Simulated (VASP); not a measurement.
# KF (Fm-3m) in VASP: a series of runs

KF is run at these levels: PBE; tasks: single point.

All numbers are computed with VASP 6.6.1; they aren't measurements. Logs are shortened: lines on timing, memory, paths and dates and some standing lists are left out, and cuts for length are marked.

## Step 1: The cell of the first run

Symmetry: Fm-3m, No. 225, cubic system. The conventional cell has a = 5.419 Å, b = 5.419 Å, c = 5.419 Å, α = 90.00°, β = 90.00°, γ = 90.00°. Within 3.6 Å of K (site symmetry m-3m) lie 6 F at 2.71 Å. F (site symmetry m-3m) has 6 K at 2.71 Å within 3.6 Å.

## Step 2: Single point, PBE

INCAR

```
SYSTEM = KF
PREC     = Accurate       ! precision mode
ENCUT    = 600            ! plane-wave cutoff, eV
EDIFF    = 1E-6           ! SCF threshold, eV
ISMEAR   = 0              ! smearing method
SIGMA    = 0.02           ! smearing width, eV
LREAL    = .FALSE.        ! projectors in reciprocal space
LASPH    = .TRUE.         ! aspherical terms in the spheres
NELM     = 120            ! most SCF steps
ALGO     = Normal         ! electronic algorithm
ISIF     = 2              ! what is computed and relaxed
LWAVE    = .FALSE.        ! write WAVECAR
LCHARG   = .FALSE.        ! write CHGCAR
GGA      = PE             ! functional
NBANDS   = 15             ! bands
GGA_COMPAT= .FALSE.
```

KPOINTS

```
Automatic mesh
0
G
  8 8 8
  0 0 0
```

POSCAR

```
KF
1.0
    0.0000000000      2.7093276629      2.7093276629
    2.7093276629      0.0000000000      2.7093276629
    2.7093276629      2.7093276629      0.0000000000
K F
1 1
Direct
    0.0000000000      0.0000000000      0.0000000000
    0.5000000000      0.5000000000      0.5000000000
```

Potentials or basis: VASP PAW PBE potentials, release 64 (K_sv, F).

The run is started by

```console
> cat potpaw_PBE.64/K_sv/POTCAR potpaw_PBE.64/F/POTCAR > POTCAR
> mpirun -np 1 vasp_std > vasp.out
```

OUTCAR:

```text
SYSTEM = KF
   PREC = Accurate
   ENCUT = 600
   EDIFF = 1E-6
   ISMEAR = 0
   LREAL = .FALSE.
   LASPH = .TRUE.
   NELM = 120
   ISIF = 2
   GGA = PE

 ion  position               nearest neighbor table
   1  0.000  0.000  0.000-   2 2.71   2 2.71   2 2.71   2 2.71   2 2.71   2 2.71
   2  0.500  0.500  0.500-   1 2.71   1 2.71   1 2.71   1 2.71   1 2.71   1 2.71

  LATTYP: Found a face centered cubic cell.
 ALAT       =     5.4186553258

  Lattice vectors:

 A1 = (   0.0000000000,   2.7093276629,   2.7093276629)
 A2 = (   2.7093276629,   0.0000000000,   2.7093276629)
 A3 = (   2.7093276629,   2.7093276629,   0.0000000000)

Analysis of symmetry for initial positions (statically):
=====================================================================
 Subroutine PRICEL returns:
 Original cell was already a primitive cell.

 Routine SETGRP: Setting up the symmetry group for a
 face centered cubic supercell.

 Subroutine GETGRP returns: Found 48 space group operations
 (whereof 48 operations were pure point group operations)
 out of a pool of 48 trial point group operations.

The static configuration has the point symmetry O_h .

Analysis of symmetry for dynamics (positions and initial velocities):
=====================================================================
 Subroutine PRICEL returns:
 Original cell was already a primitive cell.

 Routine SETGRP: Setting up the symmetry group for a
 face centered cubic supercell.

 Subroutine GETGRP returns: Found 48 space group operations
 (whereof 48 operations were pure point group operations)
 out of a pool of 48 trial point group operations.

The dynamic configuration has the point symmetry O_h .

 Subroutine INISYM returns: Found 48 space group operations
 (whereof 48 operations are pure point group operations),
 and found     1 'primitive' translations

----------------------------------------------------------------------------------------

                                     Primitive cell

  volume of cell :      39.7754

  direct lattice vectors                    reciprocal lattice vectors
     0.000000000  2.709327663  2.709327663    -0.184547630  0.184547630  0.184547630
     2.709327663  0.000000000  2.709327663     0.184547630 -0.184547630  0.184547630
     2.709327663  2.709327663  0.000000000     0.184547630  0.184547630 -0.184547630

  length of vectors
     3.831567926  3.831567926  3.831567926     0.319645872  0.319645872  0.319645872

  position of ions in fractional coordinates (direct lattice)
     0.000000000  0.000000000  0.000000000
     0.500000000  0.500000000  0.500000000

  ion indices of the primitive-cell ions
   primitive index   ion index
                 1           1
                 2           2

----------------------------------------------------------------------------------------

 KPOINTS: Automatic mesh

Automatic generation of k-mesh.
 Grid dimensions read from file:
 generate k-points for:    8    8    8

 Generating k-lattice:

  Cartesian coordinates                     Fractional coordinates (reciprocal lattice)
    -0.023068454  0.023068454  0.023068454     0.125000000  0.000000000  0.000000000
     0.023068454 -0.023068454  0.023068454     0.000000000  0.125000000  0.000000000
     0.023068454  0.023068454 -0.023068454     0.000000000  0.000000000  0.125000000

  Length of vectors
     0.039955734  0.039955734  0.039955734

  Shift w.r.t. Gamma in fractional coordinates (k-lattice)
     0.000000000  0.000000000  0.000000000

 Subroutine IBZKPT returns following result:
 ===========================================

 Found     29 irreducible k-points:

 Following reciprocal coordinates:
            Coordinates               Weight
  0.000000  0.000000  0.000000      1.000000
  0.125000  0.000000  0.000000      8.000000
  0.250000  0.000000  0.000000      8.000000
  0.375000  0.000000  0.000000      8.000000
  0.500000  0.000000  0.000000      4.000000
  0.125000  0.125000  0.000000      6.000000
[... 16 lines left out ...]
  0.500000  0.250000  0.125000     48.000000
 -0.375000  0.250000  0.125000     24.000000
 [... further k-points ...]
   k-points           NKPTS =     29   k-points in BZ     NKDIM =     29   number of bands    NBANDS=     15
   number of dos      NEDOS =    301   number of ions     NIONS =      2
   total plane-waves  NPLWV =  32768
   dimension x,y,z NGX =    32 NGY =   32 NGZ =   32
   dimension x,y,z NGXF=    64 NGYF=   64 NGZF=   64
   ions per type =               1   1
   NGX,Y,Z   is equivalent  to a cutoff of  13.88, 13.88, 13.88 a.u.
   NGXF,Y,Z  is equivalent  to a cutoff of  27.77, 27.77, 27.77 a.u.
 SYSTEM =  KF
   PREC   = accura    normal or accurate (medium, high low for compatibility)
   ISTART =      0    job   : 0-new  1-cont  2-samecut
   ICHARG =      2    charge: 1-file 2-atom 10-const
   ISPIN  =      1    spin polarized calculation?
   LNONCOLLINEAR =      F non collinear calculations
   LSORBIT =      F    spin-orbit coupling
   LASPH  =      T    aspherical Exc in radial PAW
   ENCUT  =  600.0 eV  44.10 Ry    6.64 a.u.   7.65  7.65  7.65*2*pi/ulx,y,z
   NELM   =    120;   NELMIN=  2; NELMDL= -5     # of ELM steps
   EDIFF  = 0.1E-05   stopping-criterion for ELM
   LREAL  =      F    real-space projection
   EDIFFG = 0.1E-04   stopping-criterion for IOM
   NSW    =      0    number of steps for IOM
   IBRION =     -1    ionic relax: 0-MD 1-quasi-New 2-CG
   NFREE  =      0    steps in history (QN), initial steepest desc. (CG)
   ISIF   =      2    stress and relaxation
   ISYM   =      2    0-nonsym 1-usesym 2-fastsym
   POTIM  = 0.5000    time-step for ionic-motion
   TEBEG  =    0.0;   TEEND  =   0.0 temperature during run
   PSTRESS=    0.0 pullay stress
   NELECT =      16.0000    total number of electrons
   NUPDOWN=      -1.0000    fix difference up-down
   EMIN   =  10.00;   EMAX   =-10.00  energy-range for DOS
   EFERMI =   0.00;   METHOD = LEGACY
   ISMEAR =     0;   SIGMA  =   0.02  broadening in eV -4-tet -1-fermi 0-gaus
   EFERMI_NEDOS =   21; number of points for ismear=-14 and -15
   IALGO  =     38    algorithm
   IMIX   =      4    mixing-type and parameters
     AMIX     =   0.40;   BMIX     =  1.00
     AMIX_MAG =   1.60;   BMIX_MAG =  1.00
  volume/ion in A,a.u.               =      19.89       134.21
  Fermi-wavevector in a.u.,A,eV,Ry     =   1.208491  2.283716 19.870624  1.460450
  Thomas-Fermi vector in A             =   2.344097
   LORBIT       =      0    0 simple, 1 ext, 2 COOP (PROOUT), +10 PAW based schemes
   GGA     = PE    functional components
   LHFCALC =     F    Hartree Fock is set to
   AEXX    =    0.0000 exact exchange contribution
   IVDW    =     0    specifies the selected vdW correction
   LEPSILON=     F    determine dielectric tensor
   LRPA    =     F    only Hartree local field effects (RPA)
 non-spin polarized calculation
 Gauss-broadening in eV      SIGMA  =   0.02
  energy-cutoff  :      600.00
  volume of cell :       39.78
 maximum number of plane-waves:      1363
   NGX = 15   NGY = 15   NGZ = 15

 number of electron      15.9999994 magnetization

 Free energy of the ion-electron system (eV)
  ---------------------------------------------------
  ext. energy  EPLUGINS =         0.00000000
  ---------------------------------------------------
  free energy    TOTEN  =        -8.30097467 eV

  energy without entropy =       -8.30097467  energy(sigma->0) =       -8.30097467

 E-fermi :  -2.8211     XC(G=0):  -8.2160

 val. band max:       -2.9140680021   @ k =   0.0000   0.0000   0.0000
 cond. band min:       3.0397035107   @ k =   0.0000   0.0000   0.0000
 fundamental gap:      5.9537715128
 Fermi energy:        -2.8211406389

 k-point     1 :       0.0000    0.0000    0.0000
  band No.  band energies     occupation
      1     -29.1684      2.00000
      2     -21.5486      2.00000
      3     -12.4476      2.00000
      4     -12.4476      2.00000
      5     -12.4476      2.00000
      6      -2.9141      2.00000
      7      -2.9141      2.00000
      8      -2.9141      2.00000
      9       3.0397      0.00000
     10       7.6489      0.00000
     11       7.6489      0.00000
     12       7.6489      0.00000
     13       9.2660      0.00000
     14       9.2660      0.00000
     15      13.7490      0.00000

 k-point     2 :       0.1250    0.0000    0.0000
  band No.  band energies     occupation
      1     -29.1571      2.00000
      2     -21.5584      2.00000
      3     -12.4850      2.00000
      4     -12.4527      2.00000
      5     -12.4527      2.00000
      6      -3.0457      2.00000
      7      -2.9614      2.00000
      8      -2.9614      2.00000
      9       3.4573      0.00000
     10       7.4026      0.00000
     11       7.8494      0.00000
     12       7.8494      0.00000
     13       9.3976      0.00000
     14       9.3976      0.00000
     15      14.4669      0.00000

 k-point     3 :       0.2500    0.0000    0.0000
  band No.  band energies     occupation
      1     -29.1298      2.00000
      2     -21.5822      2.00000
      3     -12.5743      2.00000
      4     -12.4649      2.00000
      5     -12.4649      2.00000
      6      -3.3259      2.00000
      7      -3.0738      2.00000
      8      -3.0738      2.00000
      9       4.5079      0.00000
     10       7.0464      0.00000
     11       8.3423      0.00000
     12       8.3423      0.00000
     13       9.8145      0.00000
     14       9.8145      0.00000
     15      15.3343      0.00000

 k-point     4 :       0.3750    0.0000    0.0000
  band No.  band energies     occupation
      1     -29.1022      2.00000
      2     -21.6063      2.00000
      3     -12.6624      2.00000
      4     -12.4769      2.00000
      5     -12.4769      2.00000
      6      -3.5682      2.00000
      7      -3.1831      2.00000
      8      -3.1831      2.00000
      9       5.6132      0.00000
     10       7.0658      0.00000
     11       8.7979      0.00000
     12       8.7979      0.00000
     13      10.5619      0.00000
     14      10.5619      0.00000
     15      13.7546      0.00000
[... 307 lines left out ...]
 k-point    22 :       0.3750    0.2500    0.1250
  band No.  band energies     occupation
      1     -29.1109      2.00000
      2     -21.5839      2.00000
      3     -12.6096      2.00000
      4     -12.5758      2.00000
      5     -12.4924      2.00000
      6      -3.4125      2.00000
      7      -3.1088      2.00000
      8      -2.9939      2.00000
      9       5.1883      0.00000
     10       6.4442      0.00000
     11       8.7691      0.00000
     12       8.9650      0.00000
     13       9.8182      0.00000
     14      10.2869      0.00000
     15      14.8828      0.00000

 k-point    23 :       0.5000    0.2500    0.1250
  band No.  band energies     occupation
      1     -29.0897      2.00000
      2     -21.5929      2.00000
      3     -12.6946      2.00000
      4     -12.6226      2.00000
      5     -12.5068      2.00000
      6      -3.4480      2.00000
      7      -3.1870      2.00000
      8      -3.0714      2.00000
      9       6.0872      0.00000
     10       6.5769      0.00000
     11       8.6187      0.00000
     12       9.4482      0.00000
     13      10.3325      0.00000
     14      11.2595      0.00000
     15      12.8539      0.00000

 k-point    24 :      -0.3750    0.2500    0.1250
  band No.  band energies     occupation
      1     -29.0809      2.00000
      2     -21.5966      2.00000
      3     -12.7333      2.00000
      4     -12.6367      2.00000
      5     -12.5143      2.00000
      6      -3.4543      2.00000
      7      -3.1733      2.00000
      8      -3.1580      2.00000
      9       6.3174      0.00000
     10       6.9733      0.00000
     11       8.5292      0.00000
     12       9.5851      0.00000
     13      10.7854      0.00000
     14      11.7737      0.00000
     15      11.9343      0.00000

 [... further k-points ...]

------------------------ aborting loop because EDIFF is reached ----------------------------------------

  FORCE on cell =-STRESS in cart. coord.  units (eV):
  Direction    XX          YY          ZZ          XY          YZ          ZX
  --------------------------------------------------------------------------------------
  -------------------------------------------------------------------------------------
  Total        0.0036167      0.0036167      0.0036167      0.0000000     -0.0000000      0.0000000
  in kB        0.1456816      0.1456816      0.1456816      0.0000000     -0.0000000      0.0000000
  external PRESSURE =       0.1456816 kB  Pullay stress =       0.0000000 kB

 VOLUME and BASIS-vectors are now :
 -----------------------------------------------------------------------------
  energy-cutoff  :      600.00
  volume of cell :       39.78
      direct lattice vectors                 reciprocal lattice vectors
     0.000000000  2.709327663  2.709327663    -0.184547630  0.184547630  0.184547630
     2.709327663  0.000000000  2.709327663     0.184547630 -0.184547630  0.184547630
     2.709327663  2.709327663  0.000000000     0.184547630  0.184547630 -0.184547630

 POSITION                                       TOTAL-FORCE (eV/Angst)
 -----------------------------------------------------------------------------------
      0.00000      0.00000      0.00000         0.000000      0.000000      0.000000
      2.70933      2.70933      2.70933        -0.000000     -0.000000     -0.000000
 -----------------------------------------------------------------------------------
    total drift:                                0.000000     -0.000000      0.000000

  FREE ENERGIE OF THE ION-ELECTRON SYSTEM (eV)
  ---------------------------------------------------
  free  energy   TOTEN  =        -8.3009746674 eV

  energy  without entropy=       -8.3009746674  energy(sigma->0) =       -8.30097467
```

It took 12 s on 1 thread of Intel Xeon 8259CL, shared host; peak memory 0.18 GiB.

Results:

- Free energy: -8.3010 eV
- Pressure: 0.0 GPa
- Band gap on the k mesh: 5.95 eV

Levels at points of the mesh, in eV from the valence-band top:
| k point | band 4 | band 5 | band 6 | band 7 | band 8 | band 9 | band 10 | band 11 | band 12 | band 13 |
| --- | --- | --- | --- | --- | --- | --- | --- | --- | --- | --- |
| (0.00, 0.00, 0.00) | -9.53 | -9.53 | 0.00 | 0.00 | 0.00 | 5.95 | 10.56 | 10.56 | 10.56 | 12.18 |
| (0.50, 0.00, 0.00) | -9.57 | -9.57 | -0.75 | -0.31 | -0.31 | 8.89 | 10.30 | 11.87 | 11.87 | 14.03 |
| (0.50, 0.50, 0.00) | -9.72 | -9.72 | -0.23 | -0.06 | -0.06 | 8.16 | 10.07 | 11.48 | 13.39 | 13.97 |

A k mesh can miss the band edges.

## Step 3: Single point, PBE

INCAR

```
PREC = Accurate ; ENCUT = 600
EDIFF = 1E-6 ; ISMEAR = 0
SIGMA = 0.01 ; LREAL = False
LASPH = True ; NELM = 120
ALGO = Normal ; ISIF = 2
LWAVE = False ; LCHARG = False
GGA = PE ; NBANDS = 15
GGA_COMPAT = False
```

KPOINTS

```
regular mesh
0
Gamma
  8 8 8
```

POSCAR

```
KF
1.0
    0.0000000000      2.7103775685      2.7103775685
    2.7103775685      0.0000000000      2.7103775685
    2.7103775685      2.7103775685      0.0000000000
K F
1 1
Direct
    0.0000000000      0.0000000000      0.0000000000
    0.5000000000      0.5000000000      0.5000000000
```

Potentials or basis: VASP PAW PBE potentials, release 64 (K_sv, F).

The run is started by

```console
> cat potpaw_PBE.64/K_sv/POTCAR potpaw_PBE.64/F/POTCAR > POTCAR
> mpirun -np 1 vasp_std > vasp.out
```

Run time: 11 s. Hardware: 1 thread of Intel Xeon 8259CL, shared host; peak memory 0.18 GiB.

It converged, with:

```yaml
Free_energy: -8.3011 eV
Pressure: 0.0 GPa
Band_gap_on_the_k_mesh: 5.95 eV
```

Levels at points of the mesh, in eV from the valence-band top:
| k point | band 5 | band 6 | band 7 | band 8 | band 9 | band 10 | band 11 | band 12 |
| --- | --- | --- | --- | --- | --- | --- | --- | --- |
| (0.00, 0.00, 0.00) | -9.54 | 0.00 | 0.00 | 0.00 | 5.95 | 10.56 | 10.56 | 10.56 |
| (0.50, 0.00, 0.00) | -9.57 | -0.75 | -0.31 | -0.31 | 8.89 | 10.29 | 11.87 | 11.87 |
| (0.50, 0.50, 0.00) | -9.72 | -0.23 | -0.06 | -0.06 | 8.16 | 10.07 | 11.47 | 13.38 |

## Step 4: Single point, PBE (20.48 Å³/atom)

This run uses another cell than the first one, of 20.48 Å³/atom.

INCAR

```
SYSTEM = KF
  PREC = Accurate
  ENCUT = 600
  EDIFF = 1E-6
  ISMEAR = 0
  SIGMA = 0.02
  LREAL = .FALSE.
  LASPH = .TRUE.
  NELM = 120
  ALGO = Normal
  ISIF = 2
  LWAVE = .FALSE.
  LCHARG = .TRUE.
  GGA = PE
  LELF = .TRUE.
  LVHAR = .TRUE.
  NBANDS = 15
  GGA_COMPAT = .FALSE.
```

KPOINTS

```
regular mesh
0
G
  8 8 8
  0 0 0
```

POSCAR

```
KF
1.0
    0.0000000000      2.7361544339      2.7361544339
    2.7361544339      0.0000000000      2.7361544339
    2.7361544339      2.7361544339      0.0000000000
K F
1 1
Direct
    0.0000000000      0.0000000000      0.0000000000
    0.5000000000      0.5000000000      0.5000000000
```

Potentials or basis: VASP PAW PBE potentials, release 64 (K_sv, F).

The run is started by

```console
> cat potpaw_PBE.64/K_sv/POTCAR potpaw_PBE.64/F/POTCAR > POTCAR
> mpirun -np 1 vasp_std > vasp.out
```

OUTCAR:

```text
SYSTEM = KF
   PREC = Accurate
   ENCUT = 600
   EDIFF = 1E-6
   ISMEAR = 0
   LREAL = .FALSE.
   LASPH = .TRUE.
   NELM = 120
   ISIF = 2
   GGA = PE

 ion  position               nearest neighbor table
   1  0.000  0.000  0.000-   2 2.74   2 2.74   2 2.74   2 2.74   2 2.74   2 2.74
   2  0.500  0.500  0.500-   1 2.74   1 2.74   1 2.74   1 2.74   1 2.74   1 2.74

  LATTYP: Found a face centered cubic cell.
 ALAT       =     5.4723088678

  Lattice vectors:

 A1 = (   0.0000000000,   2.7361544339,   2.7361544339)
 A2 = (   2.7361544339,   0.0000000000,   2.7361544339)
[... 618 lines left out ...]

  FORCE on cell =-STRESS in cart. coord.  units (eV):
  Direction    XX          YY          ZZ          XY          YZ          ZX
  --------------------------------------------------------------------------------------
  -------------------------------------------------------------------------------------
  Total       -0.2054510     -0.2054510     -0.2054510      0.0000000      0.0000000      0.0000000
  in kB       -8.0346527     -8.0346527     -8.0346527      0.0000000      0.0000000      0.0000000
  external PRESSURE =      -8.0346527 kB  Pullay stress =       0.0000000 kB

 VOLUME and BASIS-vectors are now :
 -----------------------------------------------------------------------------
  energy-cutoff  :      600.00
  volume of cell :       40.97
      direct lattice vectors                 reciprocal lattice vectors
     0.000000000  2.736154434  2.736154434    -0.182738223  0.182738223  0.182738223
     2.736154434  0.000000000  2.736154434     0.182738223 -0.182738223  0.182738223
     2.736154434  2.736154434  0.000000000     0.182738223  0.182738223 -0.182738223

 POSITION                                       TOTAL-FORCE (eV/Angst)
 -----------------------------------------------------------------------------------
      0.00000      0.00000      0.00000         0.000000      0.000000      0.000000
      2.73615      2.73615      2.73615        -0.000000     -0.000000     -0.000000
 -----------------------------------------------------------------------------------
    total drift:                                0.000000     -0.000000      0.000000

  FREE ENERGIE OF THE ION-ELECTRON SYSTEM (eV)
  ---------------------------------------------------
  free  energy   TOTEN  =        -8.2996484500 eV

  energy  without entropy=       -8.2996484500  energy(sigma->0) =       -8.29964845
```

It took 12 s on 1 thread of Intel Xeon 8259CL, shared host; peak memory 0.18 GiB.

What came out:

| Quantity | Value |
| --- | --- |
| Free energy | -8.2996 eV |
| Pressure | -0.8 GPa |
| Band gap on the k mesh | 5.81 eV |

Levels at points of the mesh, in eV from the valence-band top:
| k point | band 4 | band 5 | band 6 | band 7 | band 8 | band 9 | band 10 | band 11 | band 12 | band 13 |
| --- | --- | --- | --- | --- | --- | --- | --- | --- | --- | --- |
| (0.00, 0.00, 0.00) | -9.64 | -9.64 | 0.00 | 0.00 | 0.00 | 5.81 | 10.48 | 10.48 | 10.48 | 12.06 |
| (0.50, 0.00, 0.00) | -9.67 | -9.67 | -0.72 | -0.29 | -0.29 | 8.77 | 10.09 | 11.73 | 11.73 | 13.84 |
| (0.50, 0.50, 0.00) | -9.81 | -9.81 | -0.24 | -0.07 | -0.07 | 8.13 | 9.91 | 11.25 | 13.23 | 13.79 |

A k mesh can miss the band edges.

(Part 1 of 2 ends here.)
